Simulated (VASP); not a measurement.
# BiSbS (P-6m2) in VASP: a series of runs, part 2 of 2

VASP 6.6.1. Earlier steps stand in the parts before.

### 3 Single point, PBE

This run uses another cell than the first one, of 28.97 Å³/atom, 1.101 times its volume.

The input, INCAR:

```
SYSTEM = BiSbS
PREC     = Accurate       ! precision mode
ENCUT    = 520            ! plane-wave cutoff, eV
EDIFF    = 1E-6           ! SCF threshold, eV
ISMEAR   = 0              ! smearing method
SIGMA    = 0.1            ! smearing width, eV
LREAL    = .FALSE.        ! projectors in reciprocal space
LASPH    = .TRUE.         ! aspherical terms in the spheres
NELM     = 60             ! most SCF steps
ALGO     = Normal         ! electronic algorithm
ISIF     = 2              ! what is computed and relaxed
LWAVE    = .FALSE.        ! write WAVECAR
LCHARG   = .FALSE.        ! write CHGCAR
GGA      = PE             ! functional
NBANDS   = 20             ! bands
```

The input, KPOINTS:

```
regular mesh
0
G
  6 6 4
  0 0 0
```

The input, POSCAR:

```
BiSbS
1.0
    4.6405197900      0.0000000000      0.0000000000
   -2.3202599000      4.0188080300      0.0000000000
    0.0000000000      0.0000000000      4.6606438100
Sb Bi S
1 1 1
Direct
    0.3333333300      0.6666666700      0.5000000000
    0.6666666700      0.3333333300      0.5000000000
    0.0000000000      0.0000000000      0.0000000000
```

Potentials or basis: VASP PAW PBE potentials, release 64 (Sb, Bi_d, S).

Command:

```
cat potpaw_PBE.64/Sb/POTCAR potpaw_PBE.64/Bi_d/POTCAR potpaw_PBE.64/S/POTCAR > POTCAR
mpirun -np 1 vasp_std > vasp.out
```

OUTCAR:

```text
SYSTEM = BiSbS
   PREC = Accurate
   ENCUT = 520
   EDIFF = 1E-6
   ISMEAR = 0
   LREAL = .FALSE.
   LASPH = .TRUE.
   NELM = 60
   ISIF = 2
   GGA = PE

 ion  position               nearest neighbor table
   1  0.333  0.667  0.500-   2 2.68   2 2.68   2 2.68
   2  0.667  0.333  0.500-   1 2.68   1 2.68   1 2.68
   3  0.000  0.000  0.000-

  LATTYP: Found a hexagonal cell.
 ALAT       =     4.6405197900
 C/A-ratio  =     1.0043365875

  Lattice vectors:

 A1 = (   4.6405197900,   0.0000000000,   0.0000000000)
 A2 = (  -2.3202599000,   4.0188080300,   0.0000000000)
 A3 = (   0.0000000000,   0.0000000000,   4.6606438100)

Analysis of symmetry for initial positions (statically):
=====================================================================
 Subroutine PRICEL returns:
 Original cell was already a primitive cell.

 Routine SETGRP: Setting up the symmetry group for a
 hexagonal supercell.

 Subroutine GETGRP returns: Found 12 space group operations
 (whereof 12 operations were pure point group operations)
 out of a pool of 24 trial point group operations.

The static configuration has the point symmetry D_3h.

Analysis of symmetry for dynamics (positions and initial velocities):
=====================================================================
 Subroutine PRICEL returns:
 Original cell was already a primitive cell.

 Routine SETGRP: Setting up the symmetry group for a
 hexagonal supercell.

 Subroutine GETGRP returns: Found 12 space group operations
 (whereof 12 operations were pure point group operations)
 out of a pool of 24 trial point group operations.

The dynamic configuration has the point symmetry D_3h.

 Subroutine INISYM returns: Found 12 space group operations
 (whereof 12 operations are pure point group operations),
 and found     1 'primitive' translations

----------------------------------------------------------------------------------------

                                     Primitive cell

  volume of cell :      86.9180

  direct lattice vectors                    reciprocal lattice vectors
     4.640519790  0.000000000  0.000000000     0.215493101  0.124415000  0.000000000
    -2.320259900  4.018808030  0.000000000     0.000000000  0.248829999  0.000000000
     0.000000000  0.000000000  4.660643810     0.000000000  0.000000000  0.214562631

  length of vectors
     4.640519790  4.640519797  4.660643810     0.248830000  0.248829999  0.214562631

  position of ions in fractional coordinates (direct lattice)
     0.333333330  0.666666670  0.500000000
     0.666666670  0.333333330  0.500000000
     0.000000000  0.000000000  0.000000000

  ion indices of the primitive-cell ions
   primitive index   ion index
                 1           1
                 2           2
                 3           3

----------------------------------------------------------------------------------------

 KPOINTS: regular mesh

Automatic generation of k-mesh.
 Grid dimensions read from file:
 generate k-points for:    6    6    4

 Generating k-lattice:

  Cartesian coordinates                     Fractional coordinates (reciprocal lattice)
     0.035915517  0.020735833  0.000000000     0.166666667  0.000000000  0.000000000
     0.000000000  0.041471667  0.000000000     0.000000000  0.166666667  0.000000000
     0.000000000  0.000000000  0.053640658     0.000000000  0.000000000  0.250000000

  Length of vectors
     0.041471667  0.041471667  0.053640658

  Shift w.r.t. Gamma in fractional coordinates (k-lattice)
     0.000000000  0.000000000  0.000000000

 Subroutine IBZKPT returns following result:
 ===========================================

 Found     21 irreducible k-points:

 Following reciprocal coordinates:
            Coordinates               Weight
  0.000000  0.000000  0.000000      1.000000
  0.166667  0.000000  0.000000      6.000000
  0.333333 -0.000000  0.000000      6.000000
  0.500000  0.000000  0.000000      3.000000
  0.166667  0.166667  0.000000      6.000000
  0.333333  0.166667  0.000000     12.000000
[... 13 lines left out ...]
  0.333333  0.166667  0.500000     12.000000
  0.333333  0.333333  0.500000      2.000000
   k-points           NKPTS =     21   k-points in BZ     NKDIM =     21   number of bands    NBANDS=     20
   number of dos      NEDOS =    301   number of ions     NIONS =      3
   total plane-waves  NPLWV =  46656
   dimension x,y,z NGX =    36 NGY =   36 NGZ =   36
   dimension x,y,z NGXF=    72 NGYF=   72 NGZF=   72
   ions per type =               1   1   1
   NGX,Y,Z   is equivalent  to a cutoff of  12.90, 12.90, 12.84 a.u.
   NGXF,Y,Z  is equivalent  to a cutoff of  25.79, 25.79, 25.68 a.u.
 SYSTEM =  BiSbS
   PREC   = accura    normal or accurate (medium, high low for compatibility)
   ISTART =      0    job   : 0-new  1-cont  2-samecut
   ICHARG =      2    charge: 1-file 2-atom 10-const
   ISPIN  =      1    spin polarized calculation?
   LNONCOLLINEAR =      F non collinear calculations
   LSORBIT =      F    spin-orbit coupling
   LASPH  =      T    aspherical Exc in radial PAW
   ENCUT  =  520.0 eV  38.22 Ry    6.18 a.u.   8.63  8.63  8.67*2*pi/ulx,y,z
   NELM   =     60;   NELMIN=  2; NELMDL= -5     # of ELM steps
   EDIFF  = 0.1E-05   stopping-criterion for ELM
   LREAL  =      F    real-space projection
   EDIFFG = 0.1E-04   stopping-criterion for IOM
   NSW    =      0    number of steps for IOM
   IBRION =     -1    ionic relax: 0-MD 1-quasi-New 2-CG
   NFREE  =      0    steps in history (QN), initial steepest desc. (CG)
   ISIF   =      2    stress and relaxation
   ISYM   =      2    0-nonsym 1-usesym 2-fastsym
   POTIM  = 0.5000    time-step for ionic-motion
   TEBEG  =    0.0;   TEEND  =   0.0 temperature during run
   PSTRESS=    0.0 pullay stress
   NELECT =      26.0000    total number of electrons
   NUPDOWN=      -1.0000    fix difference up-down
   EMIN   =  10.00;   EMAX   =-10.00  energy-range for DOS
   EFERMI =   0.00;   METHOD = LEGACY
   ISMEAR =     0;   SIGMA  =   0.10  broadening in eV -4-tet -1-fermi 0-gaus
   EFERMI_NEDOS =   21; number of points for ismear=-14 and -15
   IALGO  =     38    algorithm
   IMIX   =      4    mixing-type and parameters
     AMIX     =   0.40;   BMIX     =  1.00
     AMIX_MAG =   1.60;   BMIX_MAG =  1.00
  volume/ion in A,a.u.               =      28.97       195.52
  Fermi-wavevector in a.u.,A,eV,Ry     =   1.094870  2.069005 16.309861  1.198741
  Thomas-Fermi vector in A             =   2.231183
   LORBIT       =      0    0 simple, 1 ext, 2 COOP (PROOUT), +10 PAW based schemes
   GGA     = PE    functional components
   LHFCALC =     F    Hartree Fock is set to
   AEXX    =    0.0000 exact exchange contribution
   IVDW    =     0    specifies the selected vdW correction
   LEPSILON=     F    determine dielectric tensor
   LRPA    =     F    only Hartree local field effects (RPA)
 non-spin polarized calculation
 Gauss-broadening in eV      SIGMA  =   0.10
  energy-cutoff  :      520.00
  volume of cell :       86.92
 maximum number of plane-waves:      2399
 NGX is ok and might be reduce to    36
   NGX = 17   NGY = 17   NGZ = 17

 number of electron      25.9999995 magnetization

 Free energy of the ion-electron system (eV)
  ---------------------------------------------------
  ext. energy  EPLUGINS =         0.00000000
  ---------------------------------------------------
  free energy    TOTEN  =        -9.50845930 eV

  energy without entropy =       -9.49749339  energy(sigma->0) =       -9.50297634

 E-fermi :   5.9613     XC(G=0):  -9.4545

 val. band max:        5.9165883706   @ k =   0.1667   0.1667   0.5000
 cond. band min:       5.9990583541   @ k =   0.1667   0.1667   0.2500
 fundamental gap:      0.0824699835
 Fermi energy:         5.9613319846

 k-point     1 :       0.0000    0.0000    0.0000
  band No.  band energies     occupation
      1     -17.5899      2.00000
      2     -17.5899      2.00000
      3     -17.5594      2.00000
      4     -17.4918      2.00000
      5     -17.4918      2.00000
      6      -8.0143      2.00000
[... 12 lines left out ...]
     19      12.2867      0.00000
     20      13.8647      0.00000
[... 438 lines left out ...]
 k-point    21 :       0.3333    0.3333    0.5000
  band No.  band energies     occupation
      1     -17.5951      2.00000
      2     -17.5664      2.00000
      3     -17.5376      2.00000
      4     -17.4974      2.00000
      5     -17.4950      2.00000
      6      -5.8546      2.00000
[... 12 lines left out ...]
     19      15.0539      0.00000
     20      15.4879      0.00000

------------------------ aborting loop because EDIFF is reached ----------------------------------------

  FORCE on cell =-STRESS in cart. coord.  units (eV):
  Direction    XX          YY          ZZ          XY          YZ          ZX
  --------------------------------------------------------------------------------------
  -------------------------------------------------------------------------------------
  Total        8.9383800      8.9383801     -3.1758030     -0.0000000     -0.0000000      0.0000000
  in kB      164.7629634    164.7629638    -58.5402180     -0.0000002     -0.0000000      0.0000000
  external PRESSURE =      90.3285698 kB  Pullay stress =       0.0000000 kB

 VOLUME and BASIS-vectors are now :
 -----------------------------------------------------------------------------
  energy-cutoff  :      520.00
  volume of cell :       86.92
      direct lattice vectors                 reciprocal lattice vectors
     4.640519790  0.000000000  0.000000000     0.215493101  0.124415000  0.000000000
    -2.320259900  4.018808030  0.000000000     0.000000000  0.248829999  0.000000000
     0.000000000  0.000000000  4.660643810     0.000000000  0.000000000  0.214562631

 POSITION                                       TOTAL-FORCE (eV/Angst)
 -----------------------------------------------------------------------------------
     -0.00000      2.67921      2.33032        -0.000000      0.000000      0.000000
      2.32026      1.33960      2.33032         0.000000      0.000000      0.000000
      0.00000      0.00000      0.00000        -0.000000      0.000000      0.000000
 -----------------------------------------------------------------------------------
    total drift:                               -0.000022      0.000012      0.000000

  FREE ENERGIE OF THE ION-ELECTRON SYSTEM (eV)
  ---------------------------------------------------
  free  energy   TOTEN  =        -9.5084593012 eV

  energy  without entropy=       -9.4974933875  energy(sigma->0) =       -9.50297634
```

Wall time 31 s (1 thread of AMD EPYC 7R43 (Zen 3), shared host); peak memory 0.18 GiB.

Results:

- Free energy: -9.5085 eV
- Pressure: 9.0 GPa
- Band gap on the k mesh: zero (band 13 reaches 6.89 eV, above the bottom of band 14 at 4.53 eV)

Stress tensor (GPa, compression positive):
```
16.48  0.00  0.00
 0.00 16.48  0.00
 0.00  0.00 -5.85
```

Caveat: spin-orbit coupling is left out, which moves the levels of the heavy elements.

### 4 Single point, PBE

This run uses another cell than the first one, of 25.53 Å³/atom, 0.971 times its volume.

The input, INCAR:

```
ALGO     = Normal         # electronic algorithm
EDIFF    = 1E-7           # SCF threshold, eV
ENCUT    = 520            # plane-wave cutoff, eV
GGA      = PE             # functional
ISIF     = 2              # what is computed and relaxed
ISMEAR   = 0              # smearing method
LASPH    = True           # aspherical terms in the spheres
LCHARG   = False          # write CHGCAR
LREAL    = False          # projectors in reciprocal space
LWAVE    = False          # write WAVECAR
NBANDS   = 20             # bands
NELM     = 80             # most SCF steps
PREC     = Accurate       # precision mode
SIGMA    = 0.1            # smearing width, eV
```

The input, KPOINTS:

```
k-points
0
Gamma
  6 6 6
```

The input, POSCAR:

```
BiSbS
1.0
    5.3033107311      0.0000000000      0.0000000000
   -2.6516553655      4.5928018173      0.0000000000
    0.0000000000      0.0000000000      3.1445367370
Sb Bi S
1 1 1
Direct
    0.3333333333      0.6666666667      0.5000000000
    0.6666666667      0.3333333333      0.5000000000
    0.0000000000      0.0000000000      0.0000000000
```

Command:

```
cat potpaw_PBE.64/Sb/POTCAR potpaw_PBE.64/Bi_d/POTCAR potpaw_PBE.64/S/POTCAR > POTCAR
mpirun -np 1 vasp_std > vasp.out
```

It took 47 s on 1 thread of AMD EPYC 7R43 (Zen 3), shared host; peak memory 0.17 GiB.

The run converged. Its results:

| Quantity | Value |
| --- | --- |
| Free energy | -11.2170 eV |
| Pressure | -0.2 GPa |
| Band gap on the k mesh | zero (band 13 reaches 8.53 eV, above the bottom of band 14 at 5.64 eV) |

Levels at points of the mesh, in eV from the Fermi level:
```csv
k point,band 11,band 12,band 13,band 14,band 15,band 16
"(0.00, 0.00, 0.00)",-3.36,-3.36,0.52,4.09,4.09,4.32
"(0.50, 0.00, 0.00)",-1.25,0.04,0.78,2.32,2.42,4.41
"(0.00, 0.00, 0.50)",-1.65,-1.54,-1.54,-1.40,-1.40,1.84
"(0.50, 0.00, 0.50)",-3.05,-2.25,-1.71,0.25,1.46,3.90
```

Caveat: spin-orbit coupling is left out, which moves the levels of the heavy elements.

### 5 Overview

```csv
cell,k mesh,gap on the mesh (eV),pressure (GPa)
"a = 5.108, b = 5.108, c = 3.493 Å, angles 90.0, 90.0, 120.0°, 3 atoms",6 × 6 × 4,none,-0.1
"a = 4.641, b = 4.641, c = 4.661 Å, angles 90.0, 90.0, 120.0°, 3 atoms",6 × 6 × 4,none,9.0
"a = 5.303, b = 5.303, c = 3.145 Å, angles 90.0, 90.0, 120.0°, 3 atoms",6 × 6 × 6,none,-0.2
```

Alike in all rows: task single point; level PBE; potentials or basis VASP PAW PBE potentials, release 64 (Sb, Bi_d, S); no spin polarisation; cutoff (eV) 520; smearing gaussian 0.1 eV.

Caveats: some runs use coarse meshes; spin-orbit coupling is left out, which moves the levels of the heavy elements.

Absolute energies hang on the potentials; compare differences alone.
